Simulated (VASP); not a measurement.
# Ti (P6_3/mmc) in VASP: single point with PBE

Aim: the single point of Ti with PBE.

All numbers are computed with VASP 6.6.1; they aren't measurements. Logs are shortened: lines on timing, memory, paths and dates and some standing lists are left out, and cuts for length are marked.

**1. The cell of the first run**

It takes space group P6_3/mmc (No. 194, hexagonal). Conventional cell: a = 2.939 Å, b = 2.939 Å, c = 4.648 Å, α = 90.00°, β = 90.00°, γ = 120.00°. Ti (site symmetry -6m2) has 12 Ti at 2.88 to 2.94 Å within 3.8 Å.

**2. Single point, PBE**

Contents of INCAR:

```
SYSTEM = Ti
ALGO = Fast ; EDIFF = 1E-6
ENCUT = 520 ; GGA = PE
ISIF = 2 ; ISMEAR = 0
LASPH = .TRUE. ; LCHARG = .TRUE.
LELF = .TRUE. ; LREAL = .FALSE.
LVHAR = .TRUE. ; LWAVE = .FALSE.
NBANDS = 19 ; NELM = 100
PREC = Accurate ; SIGMA = 0.1
```

Contents of KPOINTS:

```
k-points
0
G
  18 18 10
  0 0 0
```

Contents of POSCAR:

```
Ti
1.0
    2.9392273077      0.0000000000      0.0000000000
   -1.4696136538      2.5454455160      0.0000000000
    0.0000000000      0.0000000000      4.6480994571
Ti
2
Direct
    0.3333333333      0.6666666667      0.2500000000
    0.6666666667      0.3333333333      0.7500000000
```

Potentials or basis: VASP PAW PBE potentials, release 64 (Ti_sv).

The run is started by

```console
$ cat potpaw_PBE.64/Ti_sv/POTCAR > POTCAR
$ mpirun -np 1 vasp_std > vasp.out
```

OUTCAR:

```text
SYSTEM = Ti
   EDIFF = 1E-6
   ENCUT = 520
   GGA = PE
   ISIF = 2
   ISMEAR = 0
   LASPH = .TRUE.
   LREAL = .FALSE.
   NELM = 100
   PREC = Accurate

 ion  position               nearest neighbor table
   1  0.333  0.667  0.250-   2 2.88   2 2.88   2 2.88   2 2.88   2 2.88   2 2.88
   2  0.667  0.333  0.750-   1 2.88   1 2.88   1 2.88   1 2.88   1 2.88   1 2.88

  LATTYP: Found a hexagonal cell.
 ALAT       =     2.9392273077
 C/A-ratio  =     1.5814018347

  Lattice vectors:

 A1 = (   2.9392273077,   0.0000000000,   0.0000000000)
 A2 = (  -1.4696136538,   2.5454455160,   0.0000000000)
 A3 = (   0.0000000000,   0.0000000000,   4.6480994571)

Analysis of symmetry for initial positions (statically):
=====================================================================
 Subroutine PRICEL returns:
 Original cell was already a primitive cell.

 Routine SETGRP: Setting up the symmetry group for a
 hexagonal supercell.

 Subroutine GETGRP returns: Found 24 space group operations
 (whereof 12 operations were pure point group operations)
 out of a pool of 24 trial point group operations.

The static configuration has the point symmetry D_3d.
 The point group associated with its full space group is D_6h.

Analysis of symmetry for dynamics (positions and initial velocities):
=====================================================================
 Subroutine PRICEL returns:
 Original cell was already a primitive cell.

 Routine SETGRP: Setting up the symmetry group for a
 hexagonal supercell.

 Subroutine GETGRP returns: Found 24 space group operations
 (whereof 12 operations were pure point group operations)
 out of a pool of 24 trial point group operations.

The dynamic configuration has the point symmetry D_3d.
 The point group associated with its full space group is D_6h.

 Subroutine INISYM returns: Found 24 space group operations
 (whereof 12 operations are pure point group operations),
 and found     1 'primitive' translations

----------------------------------------------------------------------------------------

                                     Primitive cell

  volume of cell :      34.7754

  direct lattice vectors                    reciprocal lattice vectors
     2.939227308  0.000000000  0.000000000     0.340225473  0.196429268  0.000000000
    -1.469613654  2.545445516  0.000000000     0.000000000  0.392858536  0.000000000
     0.000000000  0.000000000  4.648099457     0.000000000  0.000000000  0.215141696

  length of vectors
     2.939227308  2.939227308  4.648099457     0.392858536  0.392858536  0.215141696

  position of ions in fractional coordinates (direct lattice)
     0.333333333  0.666666667  0.250000000
     0.666666667  0.333333333  0.750000000

  ion indices of the primitive-cell ions
   primitive index   ion index
                 1           1
                 2           2

----------------------------------------------------------------------------------------

 KPOINTS: k-points

Automatic generation of k-mesh.
 Grid dimensions read from file:
 generate k-points for:   18   18   10

 Generating k-lattice:

  Cartesian coordinates                     Fractional coordinates (reciprocal lattice)
     0.018901415  0.010912737  0.000000000     0.055555556  0.000000000  0.000000000
     0.000000000  0.021825474  0.000000000     0.000000000  0.055555556  0.000000000
     0.000000000  0.000000000  0.021514170     0.000000000  0.000000000  0.100000000

  Length of vectors
     0.021825474  0.021825474  0.021514170

  Shift w.r.t. Gamma in fractional coordinates (k-lattice)
     0.000000000  0.000000000  0.000000000

 Subroutine IBZKPT returns following result:
 ===========================================

 Found    222 irreducible k-points:

 Following reciprocal coordinates:
            Coordinates               Weight
  0.000000  0.000000  0.000000      1.000000
  0.055556 -0.000000  0.000000      6.000000
  0.111111 -0.000000  0.000000      6.000000
  0.166667  0.000000  0.000000      6.000000
  0.222222 -0.000000  0.000000      6.000000
  0.277778  0.000000  0.000000      6.000000
[... 16 lines left out ...]
  0.333333  0.111111  0.000000     12.000000
  0.388889  0.111111  0.000000     12.000000
 [... further k-points ...]
   k-points           NKPTS =    222   k-points in BZ     NKDIM =    222   number of bands    NBANDS=     19
   number of dos      NEDOS =    301   number of ions     NIONS =      2
   total plane-waves  NPLWV =  20736
   dimension x,y,z NGX =    24 NGY =   24 NGZ =   36
   dimension x,y,z NGXF=    48 NGYF=   48 NGZF=   72
   ions per type =               2
   NGX,Y,Z   is equivalent  to a cutoff of  13.57, 13.57, 12.88 a.u.
   NGXF,Y,Z  is equivalent  to a cutoff of  27.15, 27.15, 25.75 a.u.
 SYSTEM =  Ti
   PREC   = accura    normal or accurate (medium, high low for compatibility)
   ISTART =      0    job   : 0-new  1-cont  2-samecut
   ICHARG =      2    charge: 1-file 2-atom 10-const
   ISPIN  =      1    spin polarized calculation?
   LNONCOLLINEAR =      F non collinear calculations
   LSORBIT =      F    spin-orbit coupling
   LASPH  =      T    aspherical Exc in radial PAW
   ENCUT  =  520.0 eV  38.22 Ry    6.18 a.u.   5.47  5.47  8.64*2*pi/ulx,y,z
   NELM   =    100;   NELMIN=  2; NELMDL= -5     # of ELM steps
   EDIFF  = 0.1E-05   stopping-criterion for ELM
   LREAL  =      F    real-space projection
[... 7 lines left out ...]
   TEBEG  =    0.0;   TEEND  =   0.0 temperature during run
   PSTRESS=    0.0 pullay stress
   NELECT =      24.0000    total number of electrons
   NUPDOWN=      -1.0000    fix difference up-down
   EMIN   =  10.00;   EMAX   =-10.00  energy-range for DOS
   EFERMI =   0.00;   METHOD = LEGACY
   ISMEAR =     0;   SIGMA  =   0.10  broadening in eV -4-tet -1-fermi 0-gaus
   EFERMI_NEDOS =   21; number of points for ismear=-14 and -15
   IALGO  =     68    algorithm
   IMIX   =      4    mixing-type and parameters
     AMIX     =   0.40;   BMIX     =  1.00
     AMIX_MAG =   1.60;   BMIX_MAG =  1.00
  volume/ion in A,a.u.               =      17.39       117.34
  Fermi-wavevector in a.u.,A,eV,Ry     =   1.446731  2.733925 28.477409  2.093031
  Thomas-Fermi vector in A             =   2.564766
   LORBIT       =      0    0 simple, 1 ext, 2 COOP (PROOUT), +10 PAW based schemes
   GGA     = PE    functional components
   LHFCALC =     F    Hartree Fock is set to
   AEXX    =    0.0000 exact exchange contribution
   IVDW    =     0    specifies the selected vdW correction
   LEPSILON=     F    determine dielectric tensor
   LRPA    =     F    only Hartree local field effects (RPA)
 non-spin polarized calculation
 RMM-DIIS sequential band-by-band and
 Gauss-broadening in eV      SIGMA  =   0.10
  energy-cutoff  :      520.00
  volume of cell :       34.78
 maximum number of plane-waves:       965
 NGX is ok and might be reduce to    24
   NGX = 11   NGY = 11   NGZ = 17

 number of electron      24.0000002 magnetization

 Free energy of the ion-electron system (eV)
  ---------------------------------------------------
  ext. energy  EPLUGINS =         0.00000000
  ---------------------------------------------------
  free energy    TOTEN  =       -15.67725590 eV

  energy without entropy =      -15.66783793  energy(sigma->0) =      -15.67254692

 E-fermi :   8.3353     XC(G=0): -11.4924

 val. band max:        8.3249749142   @ k =   0.1667   0.0000   0.1000
 cond. band min:       8.3528488583   @ k =   0.0556  -0.0000   0.5000
 fundamental gap:      0.0278739441
 Fermi energy:         8.3352613287

 k-point     1 :       0.0000    0.0000    0.0000
  band No.  band energies     occupation
      1     -48.5395      2.00000
      2     -48.4027      2.00000
      3     -25.1279      2.00000
      4     -24.4860      2.00000
      5     -24.4860      2.00000
      6     -24.4205      2.00000
[... 11 lines left out ...]
     18       9.9373      0.00000
     19      11.4696      0.00000

 k-point     2 :       0.0556   -0.0000    0.0000
  band No.  band energies     occupation
      1     -48.5365      2.00000
      2     -48.4015      2.00000
      3     -25.1211      2.00000
      4     -24.4998      2.00000
      5     -24.4907      2.00000
      6     -24.4234      2.00000
[... 11 lines left out ...]
     18       9.8881      0.00000
     19      11.4964      0.00000

 k-point     3 :       0.1111   -0.0000    0.0000
  band No.  band energies     occupation
      1     -48.5277      2.00000
      2     -48.3982      2.00000
      3     -25.1012      2.00000
      4     -24.5398      2.00000
      5     -24.5039      2.00000
      6     -24.4406      2.00000
[... 11 lines left out ...]
     18       9.8096      0.00000
     19      11.5638      0.00000

 k-point     4 :       0.1667    0.0000    0.0000
  band No.  band energies     occupation
      1     -48.5139      2.00000
      2     -48.3933      2.00000
      3     -25.0695      2.00000
      4     -24.6014      2.00000
      5     -24.5236      2.00000
      6     -24.5028      2.00000
[... 11 lines left out ...]
     18      10.0624      0.00000
     19      11.6465      0.00000

 k-point     5 :       0.2222   -0.0000    0.0000
  band No.  band energies     occupation
      1     -48.4965      2.00000
      2     -48.3877      2.00000
      3     -25.0279      2.00000
      4     -24.6775      2.00000
      5     -24.5772      2.00000
      6     -24.5472      2.00000
[... 11 lines left out ...]
     18      10.3894      0.00000
     19      11.7247      0.00000
[... 334 lines left out ...]
      2     -48.3813      2.00000
      3     -24.9636      2.00000
      4     -24.7557      2.00000
      5     -24.6949      2.00000
      6     -24.5676      2.00000
[... 11 lines left out ...]
     18      11.0990      0.00000
     19      11.7391      0.00000

 k-point    22 :       0.2778    0.1111    0.0000
  band No.  band energies     occupation
      1     -48.4523      2.00000
      2     -48.3783      2.00000
      3     -24.9129      2.00000
      4     -24.8276      2.00000
      5     -24.7431      2.00000
      6     -24.6031      2.00000
[... 11 lines left out ...]
     18      11.5635      0.00000
     19      11.7706      0.00000

 k-point    23 :       0.3333    0.1111    0.0000
  band No.  band energies     occupation
      1     -48.4355      2.00000
      2     -48.3774      2.00000
      3     -24.8863      2.00000
      4     -24.8637      2.00000
      5     -24.7818      2.00000
      6     -24.6319      2.00000
[... 11 lines left out ...]
     18      11.7918      0.00000
     19      12.0442      0.00000

 k-point    24 :       0.3889    0.1111    0.0000
  band No.  band energies     occupation
      1     -48.4231      2.00000
      2     -48.3783      2.00000
      3     -24.9246      2.00000
      4     -24.8240      2.00000
      5     -24.8070      2.00000
      6     -24.6505      2.00000
[... 11 lines left out ...]
     18      11.8038      0.00000
     19      12.5309      0.00000

 [... further k-points ...]
[... 5 lines left out ...]
  --------------------------------------------------------------------------------------
  -------------------------------------------------------------------------------------
  Total       -0.1296562     -0.1296562     -0.1190799     -0.0000000      0.0000000      0.0000000
  in kB       -5.9735339     -5.9735339     -5.4862652     -0.0000000      0.0000000      0.0000000
  external PRESSURE =      -5.8111110 kB  Pullay stress =       0.0000000 kB

 VOLUME and BASIS-vectors are now :
 -----------------------------------------------------------------------------
  energy-cutoff  :      520.00
  volume of cell :       34.78
      direct lattice vectors                 reciprocal lattice vectors
     2.939227308  0.000000000  0.000000000     0.340225473  0.196429268  0.000000000
    -1.469613654  2.545445516  0.000000000     0.000000000  0.392858536  0.000000000
     0.000000000  0.000000000  4.648099457     0.000000000  0.000000000  0.215141696

 POSITION                                       TOTAL-FORCE (eV/Angst)
 -----------------------------------------------------------------------------------
     -0.00000      1.69696      1.16202         0.000000     -0.000000      0.000000
      1.46961      0.84848      3.48607        -0.000000      0.000000      0.000000
 -----------------------------------------------------------------------------------
    total drift:                               -0.000000      0.000000     -0.000000

  FREE ENERGIE OF THE ION-ELECTRON SYSTEM (eV)
  ---------------------------------------------------
  free  energy   TOTEN  =       -15.6772558992 eV

  energy  without entropy=      -15.6678379319  energy(sigma->0) =      -15.67254692
```

Run time: 4.2 min. Hardware: 1 thread of AMD EPYC 9R45 (Zen 5), shared host; peak memory 0.21 GiB.

What came out:

- Free energy: -15.6773 eV
- Pressure: -0.6 GPa
- Band gap on the k mesh: zero (band 12 reaches 9.10 eV, above the bottom of band 13 at 8.00 eV)
